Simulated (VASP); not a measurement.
# Zr (P6_3/mmc) in VASP: notebook

Zr is run at these levels: PBEsol; tasks: single point.

All numbers are computed with VASP 6.6.1; they aren't measurements. Logs are shortened: lines on timing, memory, paths and dates and some standing lists are left out, and cuts for length are marked.

## (1) The cell of the first run

Symmetry: P6_3/mmc, No. 194, hexagonal system. The conventional cell has a = 3.135 Å, b = 3.135 Å, c = 4.993 Å, α = 90.00°, β = 90.00°, γ = 120.00°. Zr (site symmetry -6m2) has 12 Zr at 3.08 to 3.14 Å within 4.1 Å.

## (2) Single point, PBEsol (strain -0.030 along x and y, -0.030 along z)

The input, INCAR:

```
PREC = Accurate ; ENCUT = 520
EDIFF = 1E-6 ; ISMEAR = 0
SIGMA = 0.15 ; LREAL = False
LASPH = True ; NELM = 60
ALGO = Fast ; ISIF = 2
LWAVE = False ; LCHARG = True
GGA = PS ; LELF = True
LVHAR = True ; NBANDS = 19
```

The input, KPOINTS:

```
Automatic mesh
0
Gamma
  18 18 10
```

The input, POSCAR:

```
Zr
1.0
    3.1350382758      0.0000000000      0.0000000000
   -1.5675191379      2.7150227887      0.0000000000
    0.0000000000      0.0000000000      4.9925900000
Zr
2
Direct
    0.3333333333      0.6666666667      0.2500000000
    0.6666666667      0.3333333333      0.7500000000
```

Potentials or basis: VASP PAW PBE potentials, release 64 (Zr_sv).

On the command line:

```bash
$ cat potpaw_PBE.64/Zr_sv/POTCAR > POTCAR
$ mpirun -np 1 vasp_std > vasp.out
```

OUTCAR:

```text
PREC = Accurate
   ENCUT = 520
   EDIFF = 1E-6
   ISMEAR = 0
   LREAL = False
   LASPH = True
   NELM = 60
   ISIF = 2
   GGA = PS

 ion  position               nearest neighbor table
   1  0.333  0.667  0.250-   2 3.08   2 3.08   2 3.08   2 3.08   2 3.08   2 3.08
   2  0.667  0.333  0.750-   1 3.08   1 3.08   1 3.08   1 3.08   1 3.08   1 3.08

  LATTYP: Found a hexagonal cell.
 ALAT       =     3.1350382758
 C/A-ratio  =     1.5925132521

  Lattice vectors:

 A1 = (   3.1350382758,   0.0000000000,   0.0000000000)
 A2 = (  -1.5675191379,   2.7150227887,   0.0000000000)
 A3 = (   0.0000000000,   0.0000000000,   4.9925900000)

Analysis of symmetry for initial positions (statically):
=====================================================================
 Subroutine PRICEL returns:
 Original cell was already a primitive cell.

 Routine SETGRP: Setting up the symmetry group for a
 hexagonal supercell.

 Subroutine GETGRP returns: Found 24 space group operations
 (whereof 12 operations were pure point group operations)
 out of a pool of 24 trial point group operations.

The static configuration has the point symmetry D_3d.
 The point group associated with its full space group is D_6h.

Analysis of symmetry for dynamics (positions and initial velocities):
=====================================================================
 Subroutine PRICEL returns:
 Original cell was already a primitive cell.

 Routine SETGRP: Setting up the symmetry group for a
 hexagonal supercell.

 Subroutine GETGRP returns: Found 24 space group operations
 (whereof 12 operations were pure point group operations)
 out of a pool of 24 trial point group operations.

The dynamic configuration has the point symmetry D_3d.
 The point group associated with its full space group is D_6h.

 Subroutine INISYM returns: Found 24 space group operations
 (whereof 12 operations are pure point group operations),
 and found     1 'primitive' translations

----------------------------------------------------------------------------------------

                                     Primitive cell

  volume of cell :      42.4954

  direct lattice vectors                    reciprocal lattice vectors
     3.135038276  0.000000000  0.000000000     0.318975372  0.184160517  0.000000000
    -1.567519138  2.715022789  0.000000000     0.000000000  0.368321034  0.000000000
     0.000000000  0.000000000  4.992590000     0.000000000  0.000000000  0.200296840

  length of vectors
     3.135038276  3.135038276  4.992590000     0.368321034  0.368321034  0.200296840

  position of ions in fractional coordinates (direct lattice)
     0.333333333  0.666666667  0.250000000
     0.666666667  0.333333333  0.750000000

  ion indices of the primitive-cell ions
   primitive index   ion index
                 1           1
                 2           2

----------------------------------------------------------------------------------------

 KPOINTS: Automatic mesh

Automatic generation of k-mesh.
 Grid dimensions read from file:
 generate k-points for:   18   18   10

 Generating k-lattice:

  Cartesian coordinates                     Fractional coordinates (reciprocal lattice)
     0.017720854  0.010231140  0.000000000     0.055555556  0.000000000  0.000000000
     0.000000000  0.020462280  0.000000000     0.000000000  0.055555556  0.000000000
     0.000000000  0.000000000  0.020029684     0.000000000  0.000000000  0.100000000

  Length of vectors
     0.020462280  0.020462280  0.020029684

  Shift w.r.t. Gamma in fractional coordinates (k-lattice)
     0.000000000  0.000000000  0.000000000

 Subroutine IBZKPT returns following result:
 ===========================================

 Found    222 irreducible k-points:

 Following reciprocal coordinates:
            Coordinates               Weight
  0.000000  0.000000  0.000000      1.000000
  0.055556  0.000000  0.000000      6.000000
  0.111111  0.000000  0.000000      6.000000
  0.166667 -0.000000  0.000000      6.000000
  0.222222  0.000000  0.000000      6.000000
  0.277778  0.000000  0.000000      6.000000
[... 16 lines left out ...]
  0.333333  0.111111  0.000000     12.000000
  0.388889  0.111111  0.000000     12.000000
 [... further k-points ...]
   k-points           NKPTS =    222   k-points in BZ     NKDIM =    222   number of bands    NBANDS=     19
   number of dos      NEDOS =    301   number of ions     NIONS =      2
   total plane-waves  NPLWV =  23040
   dimension x,y,z NGX =    24 NGY =   24 NGZ =   40
   dimension x,y,z NGXF=    48 NGYF=   48 NGZF=   80
   ions per type =               2
   NGX,Y,Z   is equivalent  to a cutoff of  12.73, 12.73, 13.32 a.u.
   NGXF,Y,Z  is equivalent  to a cutoff of  25.45, 25.45, 26.64 a.u.
 SYSTEM =  unknown system
   PREC   = accura    normal or accurate (medium, high low for compatibility)
   ISTART =      0    job   : 0-new  1-cont  2-samecut
   ICHARG =      2    charge: 1-file 2-atom 10-const
   ISPIN  =      1    spin polarized calculation?
   LNONCOLLINEAR =      F non collinear calculations
   LSORBIT =      F    spin-orbit coupling
   LASPH  =      T    aspherical Exc in radial PAW
   ENCUT  =  520.0 eV  38.22 Ry    6.18 a.u.   5.83  5.83  9.28*2*pi/ulx,y,z
   NELM   =     60;   NELMIN=  2; NELMDL= -5     # of ELM steps
   EDIFF  = 0.1E-05   stopping-criterion for ELM
   LREAL  =      F    real-space projection
   EDIFFG = 0.1E-04   stopping-criterion for IOM
   NSW    =      0    number of steps for IOM
   IBRION =     -1    ionic relax: 0-MD 1-quasi-New 2-CG
   NFREE  =      0    steps in history (QN), initial steepest desc. (CG)
   ISIF   =      2    stress and relaxation
   ISYM   =      2    0-nonsym 1-usesym 2-fastsym
   POTIM  = 0.5000    time-step for ionic-motion
   TEBEG  =    0.0;   TEEND  =   0.0 temperature during run
   PSTRESS=    0.0 pullay stress
   NELECT =      24.0000    total number of electrons
   NUPDOWN=      -1.0000    fix difference up-down
   EMIN   =  10.00;   EMAX   =-10.00  energy-range for DOS
   EFERMI =   0.00;   METHOD = LEGACY
   ISMEAR =     0;   SIGMA  =   0.15  broadening in eV -4-tet -1-fermi 0-gaus
   EFERMI_NEDOS =   21; number of points for ismear=-14 and -15
   IALGO  =     68    algorithm
   IMIX   =      4    mixing-type and parameters
     AMIX     =   0.40;   BMIX     =  1.00
     AMIX_MAG =   1.60;   BMIX_MAG =  1.00
  volume/ion in A,a.u.               =      21.25       143.39
  Fermi-wavevector in a.u.,A,eV,Ry     =   1.353208  2.557192 24.914600  1.831171
  Thomas-Fermi vector in A             =   2.480482
   LORBIT       =      0    0 simple, 1 ext, 2 COOP (PROOUT), +10 PAW based schemes
   GGA     = PS    functional components
   LHFCALC =     F    Hartree Fock is set to
   AEXX    =    0.0000 exact exchange contribution
   IVDW    =     0    specifies the selected vdW correction
   LEPSILON=     F    determine dielectric tensor
   LRPA    =     F    only Hartree local field effects (RPA)
 non-spin polarized calculation
 RMM-DIIS sequential band-by-band and
 Gauss-broadening in eV      SIGMA  =   0.15
  energy-cutoff  :      520.00
  volume of cell :       42.50
 maximum number of plane-waves:      1166
 NGX is ok and might be reduce to    24
   NGX = 11   NGY = 11   NGZ = 19

 number of electron      24.0000000 magnetization

 Free energy of the ion-electron system (eV)
  ---------------------------------------------------
  ext. energy  EPLUGINS =         0.00000000
  ---------------------------------------------------
  free energy    TOTEN  =       -18.12588100 eV

  energy without entropy =      -18.10362596  energy(sigma->0) =      -18.11475348

 E-fermi :   9.9170     XC(G=0): -11.6273

 val. band max:        9.9108047297   @ k =   0.3333   0.2778   0.4000
 cond. band min:       9.9194072735   @ k =   0.2222   0.2222   0.4000
 fundamental gap:      0.0086025438
 Fermi energy:         9.9170351600

 k-point     1 :       0.0000    0.0000    0.0000
  band No.  band energies     occupation
      1     -38.6588      2.00000
      2     -38.4316      2.00000
      3     -17.3928      2.00000
      4     -16.2318      2.00000
      5     -16.2318      2.00000
      6     -16.0445      2.00000
[... 11 lines left out ...]
     18      12.2136      0.00000
     19      14.8034      0.00000

 k-point     2 :       0.0556    0.0000    0.0000
  band No.  band energies     occupation
      1     -38.6536      2.00000
      2     -38.4294      2.00000
      3     -17.3801      2.00000
      4     -16.2608      2.00000
      5     -16.2414      2.00000
      6     -16.0746      2.00000
[... 11 lines left out ...]
     18      12.1236      0.00000
     19      14.8748      0.00000

 k-point     3 :       0.1111    0.0000    0.0000
  band No.  band energies     occupation
      1     -38.6386      2.00000
      2     -38.4233      2.00000
      3     -17.3429      2.00000
      4     -16.3442      2.00000
      5     -16.2682      2.00000
      6     -16.1600      2.00000
[... 11 lines left out ...]
     18      11.9027      0.00000
     19      15.0502      0.00000

 k-point     4 :       0.1667   -0.0000    0.0000
  band No.  band energies     occupation
      1     -38.6150      2.00000
      2     -38.4142      2.00000
      3     -17.2831      2.00000
      4     -16.4716      2.00000
      5     -16.3080      2.00000
      6     -16.2873      2.00000
[... 407 lines left out ...]
     18      14.9122      0.00000
     19      15.5342      0.00000

 k-point    23 :       0.3333    0.1111    0.0000
  band No.  band energies     occupation
      1     -38.4802      2.00000
      2     -38.3829      2.00000
      3     -17.0426      2.00000
      4     -16.8902      2.00000
      5     -16.8418      2.00000
      6     -16.5271      2.00000
[... 11 lines left out ...]
     18      15.5825      0.00000
     19      15.7556      0.00000

 k-point    24 :       0.3889    0.1111    0.0000
  band No.  band energies     occupation
      1     -38.4587      2.00000
      2     -38.3838      2.00000
      3     -17.1171      2.00000
      4     -16.8922      2.00000
      5     -16.8130      2.00000
      6     -16.5630      2.00000
[... 11 lines left out ...]
     18      15.6082      0.00000
     19      16.5178      0.00000

 [... further k-points ...]

------------------------ aborting loop because EDIFF is reached ----------------------------------------

  FORCE on cell =-STRESS in cart. coord.  units (eV):
  Direction    XX          YY          ZZ          XY          YZ          ZX
  --------------------------------------------------------------------------------------
  -------------------------------------------------------------------------------------
  Total        1.5011696      1.5011696      1.9052741      0.0000000     -0.0000000      0.0000000
  in kB       56.5976142     56.5976142     71.8333005      0.0000000     -0.0000000      0.0000000
  external PRESSURE =      61.6761763 kB  Pullay stress =       0.0000000 kB

 VOLUME and BASIS-vectors are now :
 -----------------------------------------------------------------------------
  energy-cutoff  :      520.00
  volume of cell :       42.50
      direct lattice vectors                 reciprocal lattice vectors
     3.135038276  0.000000000  0.000000000     0.318975372  0.184160517  0.000000000
    -1.567519138  2.715022789  0.000000000     0.000000000  0.368321034  0.000000000
     0.000000000  0.000000000  4.992590000     0.000000000  0.000000000  0.200296840

 POSITION                                       TOTAL-FORCE (eV/Angst)
 -----------------------------------------------------------------------------------
     -0.00000      1.81002      1.24815        -0.000000     -0.000000      0.000000
      1.56752      0.90501      3.74444         0.000000      0.000000      0.000000
 -----------------------------------------------------------------------------------
    total drift:                               -0.000000      0.000000     -0.000000

  FREE ENERGIE OF THE ION-ELECTRON SYSTEM (eV)
  ---------------------------------------------------
  free  energy   TOTEN  =       -18.1258810005 eV

  energy  without entropy=      -18.1036259578  energy(sigma->0) =      -18.11475348
```

It took 2.1 min on 1 thread of Intel Xeon Platinum 8488C (Sapphire Rapids), shared host; peak memory 0.26 GiB.

Results:

- Free energy: -18.1259 eV
- Pressure: 6.2 GPa
- Band gap on the k mesh: zero (bands 12 and 13 overlap by 1.25 eV)

Levels at points of the mesh, in eV from the Fermi level:
```csv
k point,band 10,band 11,band 12,band 13,band 14,band 15
"(0.00, 0.00, 0.00)",-3.30,0.86,0.86,1.04,1.58,1.65
"(0.50, 0.00, 0.00)",-2.65,-2.43,0.02,0.49,0.89,1.63
"(0.00, 0.00, 0.50)",-3.99,0.04,0.04,0.76,0.76,0.76
"(0.50, 0.00, 0.50)",-3.16,-1.24,-1.24,2.01,2.01,2.39
```

Caveat: the cell differs from its parent crystal (strain -0.030 along x and y, -0.030 along z); the cell stands under pressure; the PAW data sets were made with another functional, which shifts forces and pressure a little.

## (3) Single point, PBEsol (strain -0.030 along x and y, -0.015 along z)

The input, INCAR:

```
SYSTEM = Zr
PREC = Accurate
ENCUT = 520
EDIFF = 1E-7
ISMEAR = 0
SIGMA = 0.15
LREAL = .False.
LASPH = .True.
NELM = 100
ALGO = Fast
ISIF = 2
LWAVE = .False.
LCHARG = .False.
GGA = PS
NBANDS = 19
```

The input, KPOINTS:

```
regular mesh
0
Gamma
  18 18 10
  0 0 0
```

POSCAR: that of step 2 with these lines changed.

```diff
@@ -4,3 +4,3 @@
    -1.5675191379      2.7150227887      0.0000000000
-    0.0000000000      0.0000000000      4.9925900000
+    0.0000000000      0.0000000000      5.0697950000
 Zr
```

Potentials or basis: VASP PAW PBE potentials, release 64 (Zr_sv).

On the command line:

```bash
$ cat potpaw_PBE.64/Zr_sv/POTCAR > POTCAR
$ mpirun -np 1 vasp_std > vasp.out
```

Run time: 3.1 min. Hardware: 1 thread of Intel Xeon Platinum 8488C (Sapphire Rapids), shared host; peak memory 0.26 GiB.

Results (log left out):

* Free energy: -18.1493 eV
* Pressure: 4.2 GPa
* Band gap on the k mesh: zero (bands 12 and 13 overlap by 1.25 eV)

Stress tensor (GPa, compression positive):
```
4.30 0.00 0.00
0.00 4.30 0.00
0.00 0.00 4.14
```

Levels at points of the mesh, in eV from the Fermi level:
```
           k point  band 10  band 11  band 12  band 13  band 14  band 15
(0.00, 0.00, 0.00)    -3.25     0.90     0.90     0.91     1.38     1.63
(0.50, 0.00, 0.00)    -2.62    -2.40     0.04     0.61     0.79     1.53
(0.00, 0.00, 0.50)    -4.02    -0.02    -0.02     0.83     0.83     0.83
(0.50, 0.00, 0.50)    -3.11    -1.25    -1.25     1.96     1.96     2.43
```

Caveat: the cell differs from its parent crystal (strain -0.030 along x and y, -0.015 along z); the cell stands under pressure; the PAW data sets were made with another functional, which shifts forces and pressure a little.

[end of part 1 of 3]
